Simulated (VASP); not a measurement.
HgTe:

```xyz
2
Lattice="-3.0456 3.0456 1.5594 3.0456 -3.0456 1.5594 3.0456 3.0456 -1.5594" Properties=species:S:1:pos:R:3 pbc="T T T"
Hg    0.0000    3.0456    0.7797
Te    0.0000    0.0000    0.0000
```

Base run:

- Program: VASP 6.6.1
- Functional: PBE
- Potentials or basis: VASP PAW PBE potentials, release 64 (Hg, Te)
- Cutoff: 520 eV
- k mesh: 10 × 10 × 10
- Occupations: fermi-dirac, width 0.05 eV
- Spin: no spin polarisation

Its results: band gap on the k mesh zero (bands 9 and 10 overlap by 3.37 eV); pressure 0.0 GPa.

Q: After a change of settings the same cell gave: band gap on the k mesh zero (bands 9 and 10 overlap by 3.39 eV); pressure -5.5 GPa. Which change was it?
A. functional from PBE to PBEsol; dispersion from none to D3(BJ)
B. k mesh from 10 × 10 × 10 to 7 × 7 × 7
C. functional from PBE to r2SCAN

A: A.

Caveats: spin-orbit coupling is left out, which moves the levels of the heavy elements; three body term missing (at least some runs); the cell stands under tension (at least some runs); the PAW data sets were made with another functional, which shifts forces and pressure a little (at least some runs).
